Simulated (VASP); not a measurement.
# Zn2CdS3 in VASP: single point with PBE

Aim: the single point of Zn2CdS3 with PBE.

All numbers are computed with VASP 6.6.1; they aren't measurements. Logs are shortened: lines on timing, memory, paths and dates and some standing lists are left out, and cuts for length are marked.

### 1 The cell of the first run

The typed cell holds 12 atoms: a = 5.576 Å, b = 5.576 Å, c = 8.929 Å, α = 90.00°, β = 108.19°, γ = 90.00°.

### 2 Single point, PBE

Input file INCAR:

```
SYSTEM = Zn2CdS3
PREC = Accurate
ENCUT = 520
EDIFF = 1E-7
ISMEAR = 0
SIGMA = 0.1
LREAL = .False.
LASPH = .True.
NELM = 100
ALGO = Normal
ISIF = 2
LWAVE = .False.
LCHARG = .True.
GGA = PE
LELF = .True.
LVHAR = .True.
NBANDS = 66
```

Input file KPOINTS:

```
Automatic mesh
0
Gamma
  4 4 4
  0 0 0
```

Input file POSCAR:

```
Zn2CdS3
1.0
   -3.9430416314      3.9431339479      0.0000096385
    3.9430922964      3.9431858759      0.0000034052
    1.9715493103     -1.9715414460     -8.4829155791
Zn Cd S
4 2 6
Direct
    0.3279857852      0.9999838775      0.6559614067
    0.8279860479      0.4999855719      0.6559469857
    0.6720186063      0.9999839283      0.3440302470
    0.1720386769      0.4999869165      0.3440621483
   -0.0000271993      0.0000318348     -0.0000135339
    0.4999993813      0.5000273654      0.0000122165
    0.1554255078      0.2500055356      0.8108095560
    0.6554076769      0.7499859076      0.8107987669
    0.5000077037      0.2499867075      0.5000029961
   -0.0000075840      0.7499992545      0.4999967152
    0.8445947844      0.2500100479      0.1891998860
    0.3445706131      0.7500130523      0.1891926096
```

Potentials or basis: VASP PAW PBE potentials, release 64 (Zn, Cd, S).

Started as:

```console
$ cat potpaw_PBE.64/Zn/POTCAR potpaw_PBE.64/Cd/POTCAR potpaw_PBE.64/S/POTCAR > POTCAR
$ mpirun -np 1 vasp_std > vasp.out
```

OUTCAR:

```text
SYSTEM = Zn2CdS3
   PREC = Accurate
   ENCUT = 520
   EDIFF = 1E-7
   ISMEAR = 0
   LREAL = .False.
   LASPH = .True.
   NELM = 100
   ISIF = 2
   GGA = PE

 ion  position               nearest neighbor table
   1  0.328  1.000  0.656-   8 2.37   7 2.37   9 2.37  10 2.37
   2  0.828  0.500  0.656-   7 2.37   8 2.37  10 2.37   9 2.37
   3  0.672  1.000  0.344-  12 2.37  11 2.37  10 2.37   9 2.37
   4  0.172  0.500  0.344-  11 2.37  12 2.37   9 2.37  10 2.37
   5  1.000  0.000  1.000-   7 2.54  11 2.54   8 2.54  12 2.54
   6  0.500  0.500  0.000-  12 2.54  11 2.54   8 2.54   7 2.54
   7  0.155  0.250  0.811-   1 2.37   2 2.37   5 2.54   6 2.54
   8  0.655  0.750  0.811-   1 2.37   2 2.37   5 2.54   6 2.54
   9  0.500  0.250  0.500-   4 2.37   2 2.37   1 2.37   3 2.37
  10  1.000  0.750  0.500-   3 2.37   4 2.37   2 2.37   1 2.37
  11  0.845  0.250  0.189-   3 2.37   4 2.37   5 2.54   6 2.54
  12  0.345  0.750  0.189-   3 2.37   4 2.37   6 2.54   5 2.54

  LATTYP: Found a base centered orthorhombic cell.
 ALAT       =     5.5763682301
 B/A-ratio  =     3.0424499997
 C/A-ratio  =     1.0000130092

  Lattice vectors:

 A1 = (  -1.9715493103,   1.9715414460,   8.4829155791)
 A2 = (  -1.9714923211,   1.9715925019,  -8.4829059406)
 A3 = (  -3.9430922964,  -3.9431858759,  -0.0000034052)

Analysis of symmetry for initial positions (statically):
=====================================================================
 Subroutine PRICEL returns:
 Original cell was already a primitive cell.

 Routine SETGRP: Setting up the symmetry group for a
 base centered orthorhombic supercell.

 Subroutine GETGRP returns: Found  1 space group operations
 (whereof  1 operations were pure point group operations)
 out of a pool of  8 trial point group operations.

The static configuration has the point symmetry C_1 .

Analysis of symmetry for dynamics (positions and initial velocities):
=====================================================================
 Subroutine PRICEL returns:
 Original cell was already a primitive cell.

 Routine SETGRP: Setting up the symmetry group for a
 base centered orthorhombic supercell.

 Subroutine GETGRP returns: Found  1 space group operations
 (whereof  1 operations were pure point group operations)
 out of a pool of  8 trial point group operations.

The dynamic configuration has the point symmetry C_1 .

 Subroutine INISYM returns: Found  1 space group operations
 (whereof  1 operations are pure point group operations),
 and found     1 'primitive' translations

----------------------------------------------------------------------------------------

                                     Primitive cell

  volume of cell :     263.7870

  direct lattice vectors                    reciprocal lattice vectors
    -3.943041631  3.943133948  0.000009638    -0.126805728  0.126802769 -0.058942077
     3.943092296  3.943185876  0.000003405     0.126804011  0.126801043  0.000000808
     1.971549310 -1.971541446 -8.482915579    -0.000000093  0.000000195 -0.117884065

  length of vectors
     5.576368230  5.576440774  8.929380666     0.188766531  0.179325853  0.117884065

  position of ions in fractional coordinates (direct lattice)
     0.327985785  0.999983878  0.655961407
     0.827986048  0.499985572  0.655946986
     0.672018606  0.999983928  0.344030247
     0.172038677  0.499986916  0.344062148
     0.999972801  0.000031835  0.999986466
     0.499999381  0.500027365  0.000012216
     0.155425508  0.250005536  0.810809556
     0.655407677  0.749985908  0.810798767
     0.500007704  0.249986707  0.500002996
     0.999992416  0.749999254  0.499996715
     0.844594784  0.250010048  0.189199886
     0.344570613  0.750013052  0.189192610

  ion indices of the primitive-cell ions
   primitive index   ion index
                 1           1
                 2           2
                 3           3
                 4           4
                 5           5
                 6           6
                 7           7
                 8           8
                 9           9
                10          10
                11          11
                12          12

----------------------------------------------------------------------------------------

 KPOINTS: Automatic mesh

Automatic generation of k-mesh.
 Grid dimensions read from file:
 generate k-points for:    4    4    4

 Generating k-lattice:

  Cartesian coordinates                     Fractional coordinates (reciprocal lattice)
    -0.031701432  0.031700692 -0.014735519     0.250000000 -0.000000000  0.000000000
     0.031701003  0.031700261  0.000000202     0.000000000  0.250000000 -0.000000000
    -0.000000023  0.000000049 -0.029471016     0.000000000  0.000000000  0.250000000

  Length of vectors
     0.047191633  0.044831463  0.029471016

  Shift w.r.t. Gamma in fractional coordinates (k-lattice)
     0.000000000  0.000000000  0.000000000

 Subroutine IBZKPT returns following result:
 ===========================================

 Found     36 irreducible k-points:

 Following reciprocal coordinates:
            Coordinates               Weight
  0.000000  0.000000  0.000000      1.000000
  0.250000 -0.000000 -0.000000      2.000000
  0.500000 -0.000000 -0.000000      1.000000
  0.000000  0.250000  0.000000      2.000000
  0.250000  0.250000  0.000000      2.000000
 -0.250000  0.250000  0.000000      2.000000
[... 16 lines left out ...]
  0.000000  0.500000  0.250000      2.000000
  0.250000  0.500000  0.250000      2.000000
 [... further k-points ...]
   k-points           NKPTS =     36   k-points in BZ     NKDIM =     36   number of bands    NBANDS=     66
   number of dos      NEDOS =    301   number of ions     NIONS =     12
   total plane-waves  NPLWV = 123480
   dimension x,y,z NGX =    42 NGY =   42 NGZ =   70
   dimension x,y,z NGXF=    84 NGYF=   84 NGZF=  140
   ions per type =               4   2   6
   NGX,Y,Z   is equivalent  to a cutoff of  12.52, 12.52, 13.03 a.u.
   NGXF,Y,Z  is equivalent  to a cutoff of  25.04, 25.04, 26.07 a.u.
 SYSTEM =  Zn2CdS3
   PREC   = accura    normal or accurate (medium, high low for compatibility)
   ISTART =      0    job   : 0-new  1-cont  2-samecut
   ICHARG =      2    charge: 1-file 2-atom 10-const
   ISPIN  =      1    spin polarized calculation?
   LNONCOLLINEAR =      F non collinear calculations
   LSORBIT =      F    spin-orbit coupling
   LASPH  =      T    aspherical Exc in radial PAW
   ENCUT  =  520.0 eV  38.22 Ry    6.18 a.u.  10.37 10.37 16.60*2*pi/ulx,y,z
   NELM   =    100;   NELMIN=  2; NELMDL= -5     # of ELM steps
   EDIFF  = 0.1E-06   stopping-criterion for ELM
   LREAL  =      F    real-space projection
   EDIFFG = 0.1E-05   stopping-criterion for IOM
   NSW    =      0    number of steps for IOM
   IBRION =     -1    ionic relax: 0-MD 1-quasi-New 2-CG
   NFREE  =      0    steps in history (QN), initial steepest desc. (CG)
   ISIF   =      2    stress and relaxation
   ISYM   =      2    0-nonsym 1-usesym 2-fastsym
   POTIM  = 0.5000    time-step for ionic-motion
   TEBEG  =    0.0;   TEEND  =   0.0 temperature during run
   PSTRESS=    0.0 pullay stress
   NELECT =     108.0000    total number of electrons
   NUPDOWN=      -1.0000    fix difference up-down
   EMIN   =  10.00;   EMAX   =-10.00  energy-range for DOS
   EFERMI =   0.00;   METHOD = LEGACY
   ISMEAR =     0;   SIGMA  =   0.10  broadening in eV -4-tet -1-fermi 0-gaus
   EFERMI_NEDOS =   21; number of points for ismear=-14 and -15
   IALGO  =     38    algorithm
   IMIX   =      4    mixing-type and parameters
     AMIX     =   0.40;   BMIX     =  1.00
     AMIX_MAG =   1.60;   BMIX_MAG =  1.00
  volume/ion in A,a.u.               =      21.98       148.34
  Fermi-wavevector in a.u.,A,eV,Ry     =   1.215621  2.297191 20.105804  1.477735
  Thomas-Fermi vector in A             =   2.351002
   LORBIT       =      0    0 simple, 1 ext, 2 COOP (PROOUT), +10 PAW based schemes
   GGA     = PE    functional components
   LHFCALC =     F    Hartree Fock is set to
   AEXX    =    0.0000 exact exchange contribution
   IVDW    =     0    specifies the selected vdW correction
   LEPSILON=     F    determine dielectric tensor
   LRPA    =     F    only Hartree local field effects (RPA)
 non-spin polarized calculation
 Gauss-broadening in eV      SIGMA  =   0.10
  energy-cutoff  :      520.00
  volume of cell :      263.79
 maximum number of plane-waves:      7137
 NGX is ok and might be reduce to    42
   NGX = 21   NGY = 21   NGZ = 33

 number of electron     108.0000022 magnetization

 Free energy of the ion-electron system (eV)
  ---------------------------------------------------
  ext. energy  EPLUGINS =         0.00000000
  ---------------------------------------------------
  free energy    TOTEN  =       -39.52787182 eV

  energy without entropy =      -39.52787182  energy(sigma->0) =      -39.52787182

 E-fermi :   2.0861     XC(G=0):  -9.3357

 val. band max:        1.6049541604   @ k =   0.0000   0.0000   0.0000
 cond. band min:       3.1470403333   @ k =   0.0000   0.0000   0.0000
 fundamental gap:      1.5420861729
 Fermi energy:         2.0860532857

 k-point     1 :       0.0000    0.0000    0.0000
  band No.  band energies     occupation
      1     -11.1294      2.00000
      2     -10.4944      2.00000
      3     -10.2963      2.00000
      4     -10.1657      2.00000
      5     -10.1614      2.00000
      6     -10.1516      2.00000
[... 58 lines left out ...]
     65       6.8721      0.00000
     66       8.0815      0.00000

 k-point     2 :       0.2500   -0.0000   -0.0000
  band No.  band energies     occupation
      1     -10.9916      2.00000
      2     -10.4855      2.00000
      3     -10.3020      2.00000
      4     -10.2407      2.00000
      5     -10.2403      2.00000
      6     -10.1574      2.00000
[... 58 lines left out ...]
     65       7.2710      0.00000
     66       7.4314      0.00000

 k-point     3 :       0.5000   -0.0000   -0.0000
  band No.  band energies     occupation
      1     -10.6502      2.00000
      2     -10.6501      2.00000
      3     -10.3935      2.00000
      4     -10.3935      2.00000
      5     -10.1749      2.00000
      6     -10.1749      2.00000
[... 1438 lines left out ...]
     65       8.0035      0.00000
     66       8.0036      0.00000

 k-point    24 :       0.2500    0.5000    0.2500
  band No.  band energies     occupation
      1     -10.5674      2.00000
      2     -10.5673      2.00000
      3     -10.4162      2.00000
      4     -10.4161      2.00000
      5     -10.2246      2.00000
      6     -10.2246      2.00000
[... 58 lines left out ...]
     65       8.1861      0.00000
     66       8.1863      0.00000

 [... further k-points ...]
[... 5 lines left out ...]
  --------------------------------------------------------------------------------------
  -------------------------------------------------------------------------------------
  Total        0.3289929      0.3247848      0.3644707     -0.0007046     -0.0000991      0.0004046
  in kB        1.9982219      1.9726628      2.2137053     -0.0042796     -0.0006020      0.0024575
  external PRESSURE =       2.0615300 kB  Pullay stress =       0.0000000 kB

 VOLUME and BASIS-vectors are now :
 -----------------------------------------------------------------------------
  energy-cutoff  :      520.00
  volume of cell :      263.79
      direct lattice vectors                 reciprocal lattice vectors
    -3.943041631  3.943133948  0.000009638    -0.126805728  0.126802769 -0.058942077
     3.943092296  3.943185876  0.000003405     0.126804011  0.126801043  0.000000808
     1.971549310 -1.971541446 -8.482915579    -0.000000093  0.000000195 -0.117884065

 POSITION                                       TOTAL-FORCE (eV/Angst)
 -----------------------------------------------------------------------------------
      3.94303      3.94316     -5.56446        -0.000024      0.000237      0.001995
     -0.00006      3.94317     -5.56433        -0.000202      0.000194      0.001583
      1.97150      5.91471     -2.91837         0.000615     -0.000198     -0.001856
      1.97147      1.97158     -2.91865         0.000398     -0.000078     -0.001225
     -1.97129      1.97164     -8.48279        -0.000295     -0.000171     -0.000077
      0.00016      3.94324     -0.00010        -0.000139     -0.000019      0.000261
      1.97150      0.00014     -6.87803         0.000090     -0.000056      0.024765
      1.97149      3.94317     -6.87793         0.000013      0.000079      0.024207
     -0.00005      1.97156     -4.24148        -0.000210     -0.000039      0.000027
      0.00007      5.91473     -4.24142        -0.000226      0.000195     -0.000271
     -1.97144      3.94317     -1.60496        -0.000065      0.000020     -0.024628
      1.97172      3.94313     -1.60490         0.000044     -0.000165     -0.024781
 -----------------------------------------------------------------------------------
    total drift:                                0.000021      0.000022      0.000017

  FREE ENERGIE OF THE ION-ELECTRON SYSTEM (eV)
  ---------------------------------------------------
  free  energy   TOTEN  =       -39.5278718161 eV

  energy  without entropy=      -39.5278718161  energy(sigma->0) =      -39.52787182
```

Run time: 8.9 min. Hardware: 1 thread of AMD EPYC 9R45 (Zen 5), shared host; peak memory 0.61 GiB.

What came out:

- Free energy: -39.5279 eV
- Pressure: 0.2 GPa
- Largest force: 0.025 eV/Å
- Band gap on the k mesh: 1.54 eV

Forces in eV/Å, atoms in the order of the input:
```
Zn   0.000  0.000  0.002
Zn   0.000  0.000  0.002
Zn   0.001  0.000 -0.002
Zn   0.000  0.000 -0.001
Cd   0.000  0.000  0.000
Cd   0.000  0.000  0.000
S    0.000  0.000  0.025
S    0.000  0.000  0.024
S    0.000  0.000  0.000
S    0.000  0.000  0.000
S    0.000  0.000 -0.025
S    0.000  0.000 -0.025
```

Levels at points of the mesh, in eV from the valence-band top:
```
           k point  band 51  band 52  band 53  band 54  band 55  band 56  band 57  band 58
(0.00, 0.00, 0.00)    -1.40    -0.12     0.00     0.00     1.54     3.47     3.85     4.02
(0.50, 0.00, 0.00)    -1.03    -1.03    -0.75    -0.75     3.90     3.90     4.66     4.66
(0.00, 0.50, 0.00)    -1.13    -1.13    -0.99    -0.99     3.80     3.80     4.63     4.63
(0.50, 0.50, 0.00)    -0.82    -0.82    -0.52    -0.52     3.04     3.04     4.05     4.05
(0.00, 0.00, 0.50)    -0.75    -0.75    -0.44    -0.44     3.11     3.21     3.47     3.68
(0.50, 0.00, 0.50)    -1.03    -1.03    -0.75    -0.75     3.90     3.90     4.66     4.66
(0.00, 0.50, 0.50)    -0.88    -0.88    -0.62    -0.62     4.00     4.00     4.62     4.62
(0.50, 0.50, 0.50)    -0.82    -0.82    -0.52    -0.52     3.04     3.04     4.05     4.05
```
